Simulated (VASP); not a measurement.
# Zr (Im-3m) in VASP: notebook

Runs on Zr. Level: r2SCAN. Tasks: single point, relaxation of cell and atoms.

Program: VASP 6.6.1. These are calculated values, not measurements. Logs are shortened: lines on timing, memory, paths and dates and some standing lists are left out, and cuts for length are marked.

## (1) The cell of the first run

Symmetry: Im-3m, No. 229, cubic system. The conventional cell has a = 3.632 Å, b = 3.632 Å, c = 3.632 Å, α = 90.00°, β = 90.00°, γ = 90.00°. Within 4.1 Å of Zr (site symmetry m-3m) lie 14 Zr at 3.15 to 3.63 Å.

This isn't the form of Zr at room conditions, which is hcp.

## (2) Single point, r2SCAN (23.95 Å³/atom)

Contents of POSCAR:

```
Zr
1.0
   -1.8158311178      1.8158311178      1.8158311178
    1.8158311178     -1.8158311178      1.8158311178
    1.8158311178      1.8158311178     -1.8158311178
Zr
1
Direct
    0.0000000000      0.0000000000      0.0000000000
```

Contents of INCAR.step1:

```
  PREC = Accurate
  ENCUT = 520
  ISMEAR = -1
  SIGMA = 0.1
  LREAL = F
  LASPH = T
  NELM = 80
  NBANDS = 12
  GGA = PE
  ALGO = Normal
  EDIFF = 1E-4
  LWAVE = T
  LCHARG = F
```

Contents of INCAR.step2:

```
  PREC = Accurate
  ENCUT = 520
  EDIFF = 1E-6
  ISMEAR = -1
  SIGMA = 0.1
  LREAL = F
  LASPH = T
  NELM = 80
  ALGO = Normal
  ISIF = 2
  LWAVE = F
  LCHARG = F
  METAGGA = R2SCAN
  LMIXTAU = T
  NBANDS = 12
  ISTART = 1
```

Contents of KPOINTS:

```
Automatic mesh
0
Gamma
  14 14 14
```

Potentials or basis: VASP PAW PBE potentials, release 64 (Zr_sv).

The run is started by

```bash
cat potpaw_PBE.64/Zr_sv/POTCAR > POTCAR
cp INCAR.step1 INCAR
mpirun -np 1 vasp_std > vasp.out
cp INCAR.step2 INCAR
mpirun -np 1 vasp_std > vasp.out
```

OUTCAR:

```text
PREC = Accurate
   ENCUT = 520
   EDIFF = 1E-6
   ISMEAR = -1
   LREAL = F
   LASPH = T
   NELM = 80
   ISIF = 2
   METAGGA = R2SCAN
   ISTART = 1

 ion  position               nearest neighbor table
   1  0.000  0.000  0.000-

  LATTYP: Found a body centered cubic cell.
 ALAT       =     3.6316622356

  Lattice vectors:

 A1 = (  -1.8158311178,   1.8158311178,   1.8158311178)
 A2 = (   1.8158311178,  -1.8158311178,   1.8158311178)
 A3 = (   1.8158311178,   1.8158311178,  -1.8158311178)

Analysis of symmetry for initial positions (statically):
=====================================================================
 Subroutine PRICEL returns:
 Original cell was already a primitive cell.

 Routine SETGRP: Setting up the symmetry group for a
 body centered cubic supercell.

 Subroutine GETGRP returns: Found 48 space group operations
 (whereof 48 operations were pure point group operations)
 out of a pool of 48 trial point group operations.

The static configuration has the point symmetry O_h .

Analysis of symmetry for dynamics (positions and initial velocities):
=====================================================================
 Subroutine PRICEL returns:
 Original cell was already a primitive cell.

 Routine SETGRP: Setting up the symmetry group for a
 body centered cubic supercell.

 Subroutine GETGRP returns: Found 48 space group operations
 (whereof 48 operations were pure point group operations)
 out of a pool of 48 trial point group operations.

The dynamic configuration has the point symmetry O_h .

 Subroutine INISYM returns: Found 48 space group operations
 (whereof 48 operations are pure point group operations),
 and found     1 'primitive' translations

----------------------------------------------------------------------------------------

                                     Primitive cell

  volume of cell :      23.9489

  direct lattice vectors                    reciprocal lattice vectors
    -1.815831118  1.815831118  1.815831118     0.000000000  0.275356004  0.275356004
     1.815831118 -1.815831118  1.815831118     0.275356004  0.000000000  0.275356004
     1.815831118  1.815831118 -1.815831118     0.275356004  0.275356004  0.000000000

  length of vectors
     3.145111754  3.145111754  3.145111754     0.389412195  0.389412195  0.389412195

  position of ions in fractional coordinates (direct lattice)
     0.000000000  0.000000000  0.000000000

  ion indices of the primitive-cell ions
   primitive index   ion index
                 1           1

----------------------------------------------------------------------------------------

 KPOINTS: Automatic mesh

Automatic generation of k-mesh.
 Grid dimensions read from file:
 generate k-points for:   14   14   14

 Generating k-lattice:

  Cartesian coordinates                     Fractional coordinates (reciprocal lattice)
     0.000000000  0.019668286  0.019668286     0.071428571  0.000000000  0.000000000
     0.019668286  0.000000000  0.019668286     0.000000000  0.071428571  0.000000000
     0.019668286  0.019668286  0.000000000     0.000000000  0.000000000  0.071428571

  Length of vectors
     0.027815157  0.027815157  0.027815157

  Shift w.r.t. Gamma in fractional coordinates (k-lattice)
     0.000000000  0.000000000  0.000000000

 Subroutine IBZKPT returns following result:
 ===========================================

 Found    104 irreducible k-points:

 Following reciprocal coordinates:
            Coordinates               Weight
  0.000000  0.000000  0.000000      1.000000
  0.071429  0.000000  0.000000     12.000000
  0.142857  0.000000  0.000000     12.000000
  0.214286  0.000000  0.000000     12.000000
  0.285714  0.000000  0.000000     12.000000
  0.357143  0.000000  0.000000     12.000000
[... 16 lines left out ...]
  0.285714  0.285714  0.000000     24.000000
  0.357143  0.285714  0.000000     24.000000
 [... further k-points ...]
   k-points           NKPTS =    104   k-points in BZ     NKDIM =    104   number of bands    NBANDS=     12
[... 50 lines left out ...]
      9      11.7042      0.00000
     10      12.1821      0.00000
     11      21.6965      0.00000
     12      22.4851      0.00000

 k-point     4 :       0.2143    0.0000    0.0000
  band No.  band energies     occupation
      1     -41.7845      2.00000
      2     -19.0529      2.00000
      3     -18.7925      2.00000
      4     -18.6809      2.00000
      5       4.1609      2.00000
      6       8.8818      0.02034
      7       9.0862      0.00266
      8      11.1659      0.00000
      9      11.6596      0.00000
     10      12.2410      0.00000
     11      21.5992      0.00000
     12      22.8085      0.00000

 k-point     5 :       0.2857    0.0000    0.0000
  band No.  band energies     occupation
      1     -41.7522      2.00000
      2     -19.2585      2.00000
      3     -18.8568      2.00000
      4     -18.6827      2.00000
      5       4.9225      2.00000
      6       8.4811      0.72204
      7       8.7904      0.05001
      8      11.8444      0.00000
      9      12.1883      0.00000
     10      12.3725      0.00000
     11      20.7986      0.00000
     12      21.8503      0.00000
[... 228 lines left out ...]
      1     -41.6953      2.00000
      2     -19.4463      2.00000
      3     -19.0558      2.00000
      4     -18.7708      2.00000
      5       6.4858      2.00000
      6       7.8085      1.99576
      7       8.4749      0.75102
      8      11.8708      0.00000
      9      12.8591      0.00000
     10      15.2447      0.00000
     11      18.8277      0.00000
     12      20.6175      0.00000

 k-point    22 :       0.3571    0.2143    0.0000
  band No.  band energies     occupation
      1     -41.6842      2.00000
      2     -19.4720      2.00000
      3     -19.1157      2.00000
      4     -18.7760      2.00000
      5       6.5778      2.00000
      6       7.8661      1.99248
      7       8.5772      0.35554
      8      12.0480      0.00000
      9      12.9333      0.00000
     10      16.2082      0.00000
     11      17.9031      0.00000
     12      19.8237      0.00000

 k-point    23 :       0.2857    0.2857    0.0000
  band No.  band energies     occupation
      1     -41.6826      2.00000
      2     -19.4206      2.00000
      3     -19.1725      2.00000
      4     -18.7867      2.00000
      5       6.9401      2.00000
      6       7.7118      1.99839
      7       8.3344      1.42039
      8      12.1463      0.00000
      9      12.7921      0.00000
     10      16.5539      0.00000
     11      17.7710      0.00000
     12      19.6789      0.00000

 k-point    24 :       0.3571    0.2857    0.0000
  band No.  band energies     occupation
      1     -41.6781      2.00000
      2     -19.3849      2.00000
      3     -19.2417      2.00000
      4     -18.7915      2.00000
      5       7.0678      2.00000
      6       7.8348      1.99450
      7       8.1633      1.86270
      8      12.3364      0.00000
      9      12.7394      0.00000
     10      17.2626      0.00000
     11      17.4325      0.00000
     12      18.9074      0.00000

 [... further k-points ...]

------------------------ aborting loop because EDIFF is reached ----------------------------------------

  FORCE on cell =-STRESS in cart. coord.  units (eV):
  Direction    XX          YY          ZZ          XY          YZ          ZX
  --------------------------------------------------------------------------------------
  -------------------------------------------------------------------------------------
  Total       -0.4807279     -0.4807279     -0.4807279      0.0000000      0.0000000      0.0000000
  in kB      -32.1605573    -32.1605573    -32.1605573      0.0000000      0.0000000      0.0000000
  external PRESSURE =     -32.1605573 kB  Pullay stress =       0.0000000 kB

 VOLUME and BASIS-vectors are now :
 -----------------------------------------------------------------------------
  energy-cutoff  :      520.00
  volume of cell :       23.95
      direct lattice vectors                 reciprocal lattice vectors
    -1.815831118  1.815831118  1.815831118     0.000000000  0.275356004  0.275356004
     1.815831118 -1.815831118  1.815831118     0.275356004  0.000000000  0.275356004
     1.815831118  1.815831118 -1.815831118     0.275356004  0.275356004  0.000000000

 POSITION                                       TOTAL-FORCE (eV/Angst)
 -----------------------------------------------------------------------------------
      0.00000      0.00000      0.00000         0.000000      0.000000      0.000000
 -----------------------------------------------------------------------------------
    total drift:                                0.000000      0.000000      0.000000

  FREE ENERGIE OF THE ION-ELECTRON SYSTEM (eV)
  ---------------------------------------------------
  free  energy   TOTEN  =       -22.6504653863 eV

  energy  without entropy=      -22.5861325030  energy(sigma->0) =      -22.61829894
```

It took 1.8 min on 1 thread of Intel Xeon 8259CL, shared host; peak memory 0.16 GiB.

What came out:

```
Free energy            : -22.6505 eV
Pressure               : -3.2 GPa
Band gap on the k mesh : zero (bands 6 and 7 overlap by 2.02 eV)
```

Levels at points of the mesh, in eV from the Fermi level:
| k point | band 2 | band 3 | band 4 | band 5 | band 6 | band 7 | band 8 | band 9 | band 10 | band 11 |
| --- | --- | --- | --- | --- | --- | --- | --- | --- | --- | --- |
| (0.00, 0.00, 0.00) | -27.10 | -27.10 | -27.10 | -5.67 | 1.30 | 1.30 | 1.30 | 3.75 | 3.75 | 12.83 |
| (0.50, 0.00, 0.00) | -28.03 | -27.39 | -27.11 | -2.83 | -0.55 | 1.36 | 3.76 | 4.41 | 6.39 | 10.31 |
| (0.50, 0.50, 0.50) | -27.73 | -27.73 | -27.73 | -2.59 | -2.59 | 5.73 | 5.73 | 5.73 | 7.56 | 7.56 |

Caveat: the cell stands under tension; the PAW data sets were made with another functional, which shifts forces and pressure a little.

## (3) Single point, r2SCAN (24.87 Å³/atom)

This run uses another cell than the first one, of 24.87 Å³/atom.

Contents of POSCAR:

```
Zr
1.0
   -1.8388187622      1.8388187622      1.8388187622
    1.8388187622     -1.8388187622      1.8388187622
    1.8388187622      1.8388187622     -1.8388187622
Zr
1
Direct
    0.0000000000      0.0000000000      0.0000000000
```

Contents of INCAR.step1:

```
SYSTEM = Zr
ALGO     = Normal         ! electronic algorithm
EDIFF    = 1E-4           ! SCF threshold, eV
ENCUT    = 520            ! plane-wave cutoff, eV
GGA      = PE             ! functional
ISMEAR   = -1             ! smearing method
LASPH    = .True.         ! aspherical terms in the spheres
LCHARG   = .False.        ! write CHGCAR
LREAL    = .False.        ! projectors in reciprocal space
LWAVE    = .True.         ! write WAVECAR
NBANDS   = 12             ! bands
NELM     = 80             ! most SCF steps
PREC     = Accurate       ! precision mode
SIGMA    = 0.1            ! smearing width, eV
```

Contents of INCAR.step2:

```
SYSTEM = Zr
ALGO     = Normal         ! electronic algorithm
EDIFF    = 1E-7           ! SCF threshold, eV
ENCUT    = 520            ! plane-wave cutoff, eV
ISIF     = 2              ! what is computed and relaxed
ISMEAR   = -1             ! smearing method
ISTART   = 1            
LASPH    = .True.         ! aspherical terms in the spheres
LCHARG   = .False.        ! write CHGCAR
LMIXTAU  = .True.       
LREAL    = .False.        ! projectors in reciprocal space
LWAVE    = .False.        ! write WAVECAR
METAGGA  = R2SCAN         ! meta-GGA
NBANDS   = 12             ! bands
NELM     = 80             ! most SCF steps
PREC     = Accurate       ! precision mode
SIGMA    = 0.1            ! smearing width, eV
```

Contents of KPOINTS:

```
k-points
0
Gamma
  14 14 14
  0 0 0
```

Potentials or basis: VASP PAW PBE potentials, release 64 (Zr_sv).

The run is started by

```bash
cat potpaw_PBE.64/Zr_sv/POTCAR > POTCAR
cp INCAR.step1 INCAR
mpirun -np 1 vasp_std > vasp.out
cp INCAR.step2 INCAR
mpirun -np 1 vasp_std > vasp.out
```

Wall time 1.9 min (1 thread of Intel Xeon 8259CL, shared host); peak memory 0.16 GiB.

Results (log left out):

- Free energy: -22.6240 eV
- Pressure: -6.0 GPa
- Band gap on the k mesh: zero (bands 6 and 7 overlap by 1.97 eV)

Levels at points of the mesh, in eV from the Fermi level:
| k point | band 4 | band 5 | band 6 | band 7 | band 8 | band 9 |
| --- | --- | --- | --- | --- | --- | --- |
| (0.00, 0.00, 0.00) | -27.24 | -5.60 | 1.27 | 1.27 | 1.27 | 3.62 |
| (0.50, 0.00, 0.00) | -27.25 | -2.73 | -0.49 | 1.22 | 3.61 | 4.24 |
| (0.50, 0.50, 0.50) | -27.80 | -2.43 | -2.43 | 5.49 | 5.49 | 5.49 |

Caveat: the cell stands under tension; the PAW data sets were made with another functional, which shifts forces and pressure a little.

## (4) Single point, r2SCAN (25.79 Å³/atom)

This run uses another cell than the first one, of 25.79 Å³/atom.

Contents of POSCAR:

```
Zr
1.0
   -1.8612455915      1.8612455915      1.8612455915
    1.8612455915     -1.8612455915      1.8612455915
    1.8612455915      1.8612455915     -1.8612455915
Zr
1
Direct
    0.0000000000      0.0000000000      0.0000000000
```

Contents of INCAR.step1:

```
ALGO     = Normal         # electronic algorithm
EDIFF    = 1E-4           # SCF threshold, eV
ENCUT    = 520            # plane-wave cutoff, eV
GGA      = PE             # functional
ISMEAR   = -1             # smearing method
LASPH    = True           # aspherical terms in the spheres
LCHARG   = False          # write CHGCAR
LREAL    = False          # projectors in reciprocal space
LWAVE    = True           # write WAVECAR
NBANDS   = 12             # bands
NELM     = 60             # most SCF steps
PREC     = Accurate       # precision mode
SIGMA    = 0.1            # smearing width, eV
```

Contents of INCAR.step2:

```
ALGO     = Normal         # electronic algorithm
EDIFF    = 1E-7           # SCF threshold, eV
ENCUT    = 520            # plane-wave cutoff, eV
ISIF     = 2              # what is computed and relaxed
ISMEAR   = -1             # smearing method
ISTART   = 1            
LASPH    = True           # aspherical terms in the spheres
LCHARG   = False          # write CHGCAR
LMIXTAU  = True         
LREAL    = False          # projectors in reciprocal space
LWAVE    = False          # write WAVECAR
METAGGA  = R2SCAN         # meta-GGA
NBANDS   = 12             # bands
NELM     = 60             # most SCF steps
PREC     = Accurate       # precision mode
SIGMA    = 0.1            # smearing width, eV
```

Contents of KPOINTS:

```
k-points
0
Gamma
  14 14 14
```

The run is started by

```bash
cat potpaw_PBE.64/Zr_sv/POTCAR > POTCAR
cp INCAR.step1 INCAR
mpirun -np 1 vasp_std > vasp.out
cp INCAR.step2 INCAR
mpirun -np 1 vasp_std > vasp.out
```

It took 1.8 min on 1 thread of Intel Xeon 8259CL, shared host; peak memory 0.16 GiB.

It converged, with:

```yaml
Free_energy: -22.5828 eV
Pressure: -8.3 GPa
Band_gap_on_the_k_mesh: zero (bands 6 and 7 overlap by 1.92 eV)
```

Levels at points of the mesh, in eV from the Fermi level:
```csv
k point,band 2,band 3,band 4,band 5,band 6,band 7,band 8,band 9,band 10,band 11
"(0.00, 0.00, 0.00)",-27.38,-27.38,-27.38,-5.54,1.24,1.24,1.24,3.50,3.50,12.57
"(0.50, 0.00, 0.00)",-28.10,-27.61,-27.38,-2.64,-0.45,1.09,3.47,4.07,5.84,9.52
"(0.50, 0.50, 0.50)",-27.88,-27.88,-27.88,-2.29,-2.29,5.26,5.26,5.26,7.01,7.01
```

Caveat: the cell stands under tension; the PAW data sets were made with another functional, which shifts forces and pressure a little.

## (5) Relaxation of cell and atoms, r2SCAN

This run uses another cell than the first one, of 23.28 Å³/atom.

Contents of POSCAR:

```
Zr
1.0
   -1.7987839886      1.7987839886      1.7987839886
    1.7987839886     -1.7987839886      1.7987839886
    1.7987839886      1.7987839886     -1.7987839886
Zr
1
Direct
    0.0000000000      0.0000000000      0.0000000000
```

Contents of INCAR.step1:

```
PREC = Accurate
ENCUT = 600
ISMEAR = -1
SIGMA = 0.1
LREAL = F
LASPH = T
NELM = 100
GGA = PE
ALGO = Normal
EDIFF = 1E-4
LWAVE = T
LCHARG = F
```

Contents of INCAR.step2:

```
PREC = Accurate
ENCUT = 600
EDIFF = 1E-6
ISMEAR = -1
SIGMA = 0.1
LREAL = F
LASPH = T
NELM = 100
ALGO = Normal
ISIF = 3
LWAVE = F
LCHARG = F
METAGGA = R2SCAN
LMIXTAU = T
IBRION = 2
NSW = 80
EDIFFG = -0.01
ISTART = 1
```

Contents of KPOINTS:

```
Automatic mesh
0
Gamma
  12 12 12
```

The run is started by

```bash
cat potpaw_PBE.64/Zr_sv/POTCAR > POTCAR
cp INCAR.step1 INCAR
mpirun -np 1 vasp_std > vasp.out
cp INCAR.step2 INCAR
mpirun -np 1 vasp_std > vasp.out
```

Run time: 5.6 min. Hardware: 1 thread of Intel Xeon 8259CL, shared host; peak memory 0.19 GiB.

Results (log left out):

| Property | Result |
| --- | --- |
| Free energy | -22.6596 eV |
| Relaxed volume | 23.03 Å³/atom |
| Relaxed cell | a = 3.104 Å, b = 3.104 Å, c = 3.104 Å, α = 109.47°, β = 109.47°, γ = 109.47° |
| Space group after relaxing (to 0.1 Å) | Im-3m (No. 229) |
| Energy gained by relaxing | 0.7 meV/atom |
| Ionic steps | 3 |
| Pressure after relaxing | 0.0 GPa |
| Band gap on the k mesh | zero (bands 6 and 7 overlap by 2.00 eV) |

Step by step:
| step | energy change (eV) | largest force (eV/Å) | pressure (GPa) | volume (Å³) |
| --- | --- | --- | --- | --- |
| 1 | 0.0000 | 0.0000 | -0.94 | 23.28 |
| 2 | -0.0002 | 0.0000 | 0.84 | 22.82 |
| 3 | -0.0007 | 0.0000 | 0.01 | 23.03 |

Final structure:
```yaml
crystal:
  lattice:
    - [-1.79230, 1.79230, 1.79230]
    - [1.79230, -1.79230, 1.79230]
    - [1.79230, 1.79230, -1.79230]
  atoms:
    - { symbol: Zr, position: [0.00000, 0.00000, 0.00000] }
```

Levels at points of the mesh, in eV from the Fermi level:
```
           k point  band 2  band 3  band 4  band 5  band 6  band 7  band 8  band 9  band 10
(0.00, 0.00, 0.00)  -26.95  -26.95  -26.95   -5.72    1.33    1.33    1.33    3.89     3.89
(0.50, 0.00, 0.00)  -28.00  -27.27  -26.96   -2.93   -0.61    1.54    3.92    4.60     6.70
(0.50, 0.50, 0.50)  -27.66  -27.66  -27.66   -2.75   -2.75    6.00    6.00    6.00     7.89
```

Caveat: the PAW data sets were made with another functional, which shifts forces and pressure a little.

## (6) The runs side by side

| task | cell | k mesh | cutoff (eV) | gap on the mesh (eV) | pressure (GPa) |
| --- | --- | --- | --- | --- | --- |
| single point | a = 3.145 Å, angles 109.5°, 1 atom | 14 × 14 × 14 | 520 | none | -3.2 |
| single point | a = 3.185 Å, angles 109.5°, 1 atom | 14 × 14 × 14 | 520 | none | -6.0 |
| single point | a = 3.224 Å, angles 109.5°, 1 atom | 14 × 14 × 14 | 520 | none | -8.3 |
| relaxation of cell and atoms | relaxed from a = 3.116 Å, angles 109.5°, 1 atom | 12 × 12 × 12 | 600 | none | 0.0 |

Alike in all rows: level r2SCAN; potentials or basis VASP PAW PBE potentials, release 64 (Zr_sv); no spin polarisation; smearing fermi-dirac 0.1 eV.

Caveats: the PAW data sets were made with another functional, which shifts forces and pressure a little; the cell stands under tension (at least some runs).

Total energies depend on the potentials used, so only differences within one code and one set of settings carry meaning.
